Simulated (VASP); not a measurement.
# MoS2 (P1) in VASP: a series of runs, part 2 of 2

VASP 6.6.1. Earlier steps stand in the parts before.

### 4 Single point, PBE+D3(BJ)

This run uses another cell than the first one, of the same volume but with other edges.

INCAR

```
SYSTEM = MoS2
  PREC = Accurate
  ENCUT = 520
  EDIFF = 1E-7
  ISMEAR = 0
  SIGMA = 0.05
  LREAL = .FALSE.
  LASPH = .TRUE.
  NELM = 100
  ALGO = Normal
  ISIF = 2
  LWAVE = .FALSE.
  LCHARG = .TRUE.
  GGA = PE
  IVDW = 12
  LELF = .TRUE.
  LVHAR = .TRUE.
  NBANDS = 35
```

KPOINTS

```
regular mesh
0
G
  10 10 2
  0 0 0
```

POSCAR

```
MoS2
1.0
   -3.1494847632      0.0000000000      0.0000000000
   -1.5747423816     -2.7275338138      0.0000000000
   -2.6245706360     -1.8183558759     13.2900638030
Mo S
2 4
Direct
   -0.0294750000     -0.0393000000      0.0589500000
   -0.2794750000     -0.3726333333      0.5589500000
   -0.0050888205     -0.1178962051      0.6768443076
    0.2449111795      0.2154371283      0.1768443076
   -0.1371945129     -0.2940371283      0.9410556924
    0.1128054871      0.0392962051      0.4410556924
```

Potentials or basis: VASP PAW PBE potentials, release 64 (Mo_sv, S).

On the command line:

```
cat potpaw_PBE.64/Mo_sv/POTCAR potpaw_PBE.64/S/POTCAR > POTCAR
mpirun -np 1 vasp_std > vasp.out
```

OUTCAR:

```text
SYSTEM = MoS2
   PREC = Accurate
   ENCUT = 520
   EDIFF = 1E-7
   ISMEAR = 0
   LREAL = .FALSE.
   LASPH = .TRUE.
   NELM = 100
   ISIF = 2
   GGA = PE
   IVDW = 12
 IVDW          = 12

 ion  position               nearest neighbor table
   1  0.971  0.961  0.059-   5 2.09   4 2.40   4 2.40   4 2.40   5 2.46   5 2.77
   2  0.721  0.627  0.559-   3 2.40   6 2.40   6 2.40   6 2.40   3 2.40   3 2.40
   3  0.995  0.882  0.677-   2 2.40   2 2.40   2 2.40
   4  0.245  0.215  0.177-   1 2.40   1 2.40   1 2.40
   5  0.863  0.706  0.941-   1 2.09   1 2.46   1 2.77
   6  0.113  0.039  0.441-   2 2.40   2 2.40   2 2.40

  LATTYP: Found a triclinic cell.
 ALAT       =     5.4550676275
 B/A-ratio  =     0.5773502692
 C/A-ratio  =     2.8186365557
 COS(alpha) =     0.0170694311
 COS(beta)  =     0.2660860970
 COS(gamma) =     0.8660254038

  Lattice vectors:

 A1 = (  -4.7242271448,   2.7275338138,   0.0000000000)
 A2 = (  -1.5747423816,   2.7275338138,   0.0000000000)
 A3 = (  -6.8238836536,  -3.6367117517, -13.2900638030)

Analysis of symmetry for initial positions (statically):
=====================================================================
 Subroutine PRICEL returns:
 Original cell was already a primitive cell.

 Routine SETGRP: Setting up the symmetry group for a
 triclinic supercell.

 Subroutine GETGRP returns: Found  1 space group operations
 (whereof  1 operations were pure point group operations)
 out of a pool of  2 trial point group operations.

The static configuration has the point symmetry C_1 .

Analysis of symmetry for dynamics (positions and initial velocities):
=====================================================================
 Subroutine PRICEL returns:
 Original cell was already a primitive cell.

 Routine SETGRP: Setting up the symmetry group for a
 triclinic supercell.

 Subroutine GETGRP returns: Found  1 space group operations
 (whereof  1 operations were pure point group operations)
 out of a pool of  2 trial point group operations.

The dynamic configuration has the point symmetry C_1 .

 Subroutine INISYM returns: Found  1 space group operations
 (whereof  1 operations are pure point group operations),
 and found     1 'primitive' translations

----------------------------------------------------------------------------------------

                                     Primitive cell

  volume of cell :     114.1660

  direct lattice vectors                    reciprocal lattice vectors
    -3.149484763  0.000000000  0.000000000    -0.317512252  0.183315784 -0.037622092
    -1.574742382 -2.727533814  0.000000000     0.000000000 -0.366631568 -0.050162789
    -2.624570636 -1.818355876 13.290063803     0.000000000  0.000000000  0.075244184

  length of vectors
     3.149484763  3.149484763 13.668232695     0.368556819  0.370047311  0.075244184

  position of ions in fractional coordinates (direct lattice)
     0.970525000  0.960700000  0.058950000
     0.720525000  0.627366667  0.558950000
     0.994911180  0.882103795  0.676844308
     0.244911180  0.215437128  0.176844308
     0.862805487  0.705962872  0.941055692
[... 34 lines left out ...]

 Found    104 irreducible k-points:

 Following reciprocal coordinates:
            Coordinates               Weight
  0.000000  0.000000  0.000000      1.000000
  0.100000  0.000000 -0.000000      2.000000
  0.200000  0.000000 -0.000000      2.000000
  0.300000 -0.000000 -0.000000      2.000000
  0.400000  0.000000 -0.000000      2.000000
  0.500000 -0.000000  0.000000      1.000000
[... 16 lines left out ...]
 -0.400000  0.200000 -0.000000      2.000000
 -0.300000  0.200000 -0.000000      2.000000
 [... further k-points ...]
   k-points           NKPTS =    104   k-points in BZ     NKDIM =    104   number of bands    NBANDS=     35
   number of dos      NEDOS =    301   number of ions     NIONS =      6
   total plane-waves  NPLWV =  62208
   dimension x,y,z NGX =    24 NGY =   24 NGZ =  108
   dimension x,y,z NGXF=    48 NGYF=   48 NGZF=  216
   ions per type =               2   4
   NGX,Y,Z   is equivalent  to a cutoff of  12.67, 12.67, 13.14 a.u.
   NGXF,Y,Z  is equivalent  to a cutoff of  25.34, 25.34, 26.27 a.u.
 SYSTEM =  MoS2
   PREC   = accura    normal or accurate (medium, high low for compatibility)
   ISTART =      0    job   : 0-new  1-cont  2-samecut
   ICHARG =      2    charge: 1-file 2-atom 10-const
   ISPIN  =      1    spin polarized calculation?
   LNONCOLLINEAR =      F non collinear calculations
   LSORBIT =      F    spin-orbit coupling
   LASPH  =      T    aspherical Exc in radial PAW
   ENCUT  =  520.0 eV  38.22 Ry    6.18 a.u.   5.86  5.86 25.41*2*pi/ulx,y,z
   NELM   =    100;   NELMIN=  2; NELMDL= -5     # of ELM steps
   EDIFF  = 0.1E-06   stopping-criterion for ELM
   LREAL  =      F    real-space projection
   EDIFFG = 0.1E-05   stopping-criterion for IOM
   NSW    =      0    number of steps for IOM
   IBRION =     -1    ionic relax: 0-MD 1-quasi-New 2-CG
   NFREE  =      0    steps in history (QN), initial steepest desc. (CG)
   ISIF   =      2    stress and relaxation
   ISYM   =      2    0-nonsym 1-usesym 2-fastsym
   POTIM  = 0.5000    time-step for ionic-motion
   TEBEG  =    0.0;   TEEND  =   0.0 temperature during run
   PSTRESS=    0.0 pullay stress
   NELECT =      52.0000    total number of electrons
   NUPDOWN=      -1.0000    fix difference up-down
   EMIN   =  10.00;   EMAX   =-10.00  energy-range for DOS
   EFERMI =   0.00;   METHOD = LEGACY
   ISMEAR =     0;   SIGMA  =   0.05  broadening in eV -4-tet -1-fermi 0-gaus
   EFERMI_NEDOS =   21; number of points for ismear=-14 and -15
   IALGO  =     38    algorithm
   IMIX   =      4    mixing-type and parameters
     AMIX     =   0.40;   BMIX     =  1.00
     AMIX_MAG =   1.60;   BMIX_MAG =  1.00
  volume/ion in A,a.u.               =      19.03       128.41
  Fermi-wavevector in a.u.,A,eV,Ry     =   1.259593  2.380286 21.586670  1.586576
  Thomas-Fermi vector in A             =   2.393145
   LORBIT       =      0    0 simple, 1 ext, 2 COOP (PROOUT), +10 PAW based schemes
   GGA     = PE    functional components
   LHFCALC =     F    Hartree Fock is set to
   AEXX    =    0.0000 exact exchange contribution
   IVDW    =    12    specifies the selected vdW correction
   LEPSILON=     F    determine dielectric tensor
   LRPA    =     F    only Hartree local field effects (RPA)
 non-spin polarized calculation
 Gauss-broadening in eV      SIGMA  =   0.05
  energy-cutoff  :      520.00
  volume of cell :      114.17
 maximum number of plane-waves:      3095
   NGX = 11   NGY = 11   NGZ = 51

 number of electron      52.0000001 magnetization

 Free energy of the ion-electron system (eV)
  ---------------------------------------------------
  ext. energy  EPLUGINS =         0.00000000
  ---------------------------------------------------
  free energy    TOTEN  =       -41.86021421 eV

  energy without entropy =      -41.85839496  energy(sigma->0) =      -41.85930458

 E-fermi :   7.1706     XC(G=0): -10.3009

 val. band max:        7.0075430374   @ k =  -0.3000   0.4000   0.5000
 cond. band min:       7.1798096332   @ k =   0.3000   0.1000   0.0000
 fundamental gap:      0.1722665958
 Fermi energy:         7.1706044603

 k-point     1 :       0.0000    0.0000    0.0000
  band No.  band energies     occupation
      1     -54.7625      2.00000
      2     -54.6673      2.00000
      3     -28.9769      2.00000
      4     -28.9297      2.00000
      5     -28.6819      2.00000
      6     -28.6810      2.00000
[... 901 lines left out ...]
     34      10.8050      0.00000
     35      13.1553      0.00000

 [... further k-points ...]

------------------------ aborting loop because EDIFF is reached ----------------------------------------

 Edisp (eV)   -2.38931

 E8    (eV) :    -0.9658

  FORCE on cell =-STRESS in cart. coord.  units (eV):
  Direction    XX          YY          ZZ          XY          YZ          ZX
  --------------------------------------------------------------------------------------
  -------------------------------------------------------------------------------------
  Total       3.05792     1.45912     5.06587     2.75921    -2.53111    -6.42617
  in kB      42.91408    20.47698    71.09316    38.72205   -35.52096   -90.18326
  external pressure =       44.83 kB  Pullay stress =        0.00 kB

 VOLUME and BASIS-vectors are now :
 -----------------------------------------------------------------------------
  energy-cutoff  :      520.00
  volume of cell :      114.17
      direct lattice vectors                 reciprocal lattice vectors
    -3.149484763  0.000000000  0.000000000    -0.317512252  0.183315784 -0.037622092
    -1.574742382 -2.727533814  0.000000000     0.000000000 -0.366631568 -0.050162789
    -2.624570636 -1.818355876 13.290063803     0.000000000  0.000000000  0.075244184

 POSITION                                       TOTAL-FORCE (eV/Angst)
 -----------------------------------------------------------------------------------
     -4.72423     -2.72753      0.78345        -2.539424     -1.258035      3.167952
     -4.72423     -2.72753      7.42848         0.001178     -0.002599     -0.008549
     -6.29897     -3.63671      8.99530        -0.006307     -0.000940      0.010780
     -1.57474     -0.90918      2.35027        -0.790203     -0.178889      0.148103
     -6.29897     -3.63671     12.50669         3.337595      1.439416     -3.316774
     -1.57474     -0.90918      5.86166        -0.002840      0.001047     -0.001513
 -----------------------------------------------------------------------------------
    total drift:                                0.000062      0.000332     -0.000449

  FREE ENERGIE OF THE ION-ELECTRON SYSTEM (eV)
  ---------------------------------------------------
  free  energy   TOTEN  =       -44.2495212930 eV

  energy  without entropy=      -44.2477020497  energy(sigma->0) =      -44.24861167
```

Wall time 3.6 min (1 thread of Intel Xeon 6975P-C (Granite Rapids), shared host); peak memory 0.47 GiB.

What came out:

- Free energy: -44.2495 eV
- Pressure: 4.5 GPa
- Largest force: 4.921 eV/Å
- Band gap on the k mesh: zero (filled and empty bands overlap)
- Dispersion energy per atom: -0.398 eV

Forces in eV/Å, atoms in the order of the input:
```
Mo  -2.539 -1.258  3.168
Mo   0.001 -0.003 -0.009
S   -0.006 -0.001  0.011
S   -0.790 -0.179  0.148
S    3.338  1.439 -3.317
S   -0.003  0.001 -0.002
```

Caveat: the cell stands under pressure; forces of over 1 eV/Å act on the atoms, so gaps and moduli don't describe the material at rest.

### 5 Single point, PBE+D3(BJ)

This run uses another cell than the first one, of the same volume but with other edges.

INCAR

```
ALGO = Normal
EDIFF = 1E-6
ENCUT = 520
GGA = PE
ISIF = 2
ISMEAR = 0
IVDW = 12
LASPH = T
LCHARG = F
LREAL = F
LWAVE = F
NBANDS = 35
NELM = 100
PREC = Accurate
SIGMA = 0.05
```

KPOINTS

```
k-points
0
Gamma
  10 10 2
```

POSCAR

```
MoS2
1.0
   -3.1494847632      0.0000000000      0.0000000000
   -1.5747423816     -2.7275338138      0.0000000000
   -2.2308850406     -2.0456503603     13.2900638030
Mo S
2 4
Direct
   -0.0196500000     -0.0442125000      0.0589500000
   -0.1863166667     -0.4192125000      0.5589500000
    0.1077185641     -0.1742998974      0.6768443076
    0.2743852308      0.2007001026      0.1768443076
    0.0196481025     -0.3724584360      0.9410556924
    0.1863147692      0.0025415640      0.4410556924
```

On the command line:

```
cat potpaw_PBE.64/Mo_sv/POTCAR potpaw_PBE.64/S/POTCAR > POTCAR
mpirun -np 1 vasp_std > vasp.out
```

Run time: 3.2 min. Hardware: 1 thread of Intel Xeon 6975P-C (Granite Rapids), shared host; peak memory 0.47 GiB.

The run converged. Its results:

- Free energy: -43.6857 eV
- Pressure: 6.5 GPa
- Largest force: 5.971 eV/Å
- Band gap on the k mesh: zero (bands 26 and 27 overlap by 0.24 eV)
- Dispersion energy per atom: -0.398 eV

Forces in eV/Å, atoms in the order of the input:
```
Mo  -0.452 -2.617  4.955
Mo   0.005 -0.007 -0.001
S   -0.001 -0.002  0.003
S   -0.751 -0.287  0.116
S    1.201  2.910 -5.074
S   -0.002  0.003  0.000
```

Stress tensor (GPa, compression positive):
```
 3.54  3.64 -4.29
 3.64  4.88 -7.00
-4.29 -7.00 10.97
```

Levels at points of the mesh, in eV from the Fermi level:
| k point | band 24 | band 25 | band 26 | band 27 | band 28 | band 29 |
| --- | --- | --- | --- | --- | --- | --- |
| (0.00, 0.00, 0.00) | -1.36 | -1.16 | -0.51 | 0.45 | 1.22 | 1.97 |
| (0.50, 0.00, 0.00) | -1.65 | -1.51 | -0.36 | 1.43 | 1.50 | 1.56 |
| (0.00, 0.50, 0.00) | -1.78 | -1.50 | 0.16 | 1.19 | 1.41 | 1.50 |
| (0.50, 0.50, 0.00) | -1.78 | -1.49 | -0.27 | 1.01 | 1.50 | 1.74 |
| (0.00, 0.00, 0.50) | -1.28 | -0.83 | -0.71 | 0.45 | 1.22 | 1.97 |
| (0.50, 0.00, 0.50) | -1.71 | -1.43 | -0.36 | 1.43 | 1.50 | 1.55 |
| (0.00, 0.50, 0.50) | -1.78 | -1.48 | 0.17 | 1.19 | 1.41 | 1.50 |
| (0.50, 0.50, 0.50) | -1.78 | -1.48 | -0.27 | 1.01 | 1.50 | 1.73 |

Caveat: the cell stands under pressure; forces of over 1 eV/Å act on the atoms, so gaps and moduli don't describe the material at rest.

### 6 The runs side by side

| cell | gap on the mesh (eV) | pressure (GPa) | largest force (eV/Å) |
| --- | --- | --- | --- |
| a = 3.149, b = 3.149, c = 13.313 Å, angles 86.6, 88.3, 60.0°, 6 atoms | none | 7.9 | 8.65 |
| a = 3.149, b = 3.149, c = 13.620 Å, angles 78.3, 80.0, 60.0°, 6 atoms | none | 8.1 | 8.41 |
| a = 3.149, b = 3.149, c = 13.668 Å, angles 77.8, 78.9, 60.0°, 6 atoms | none | 4.5 | 4.92 |
| a = 3.149, b = 3.149, c = 13.630 Å, angles 77.8, 80.6, 60.0°, 6 atoms | none | 6.5 | 5.97 |

Alike in all rows: task single point; level PBE+D3(BJ); potentials or basis VASP PAW PBE potentials, release 64 (Mo_sv, S); no spin polarisation; k mesh 10 × 10 × 2; cutoff (eV) 520; smearing gaussian 0.05 eV.

Caveats: the cell stands under pressure; forces of over 1 eV/Å act on the atoms, so gaps and moduli don't describe the material at rest.

Absolute energies hang on the potentials; compare differences alone.
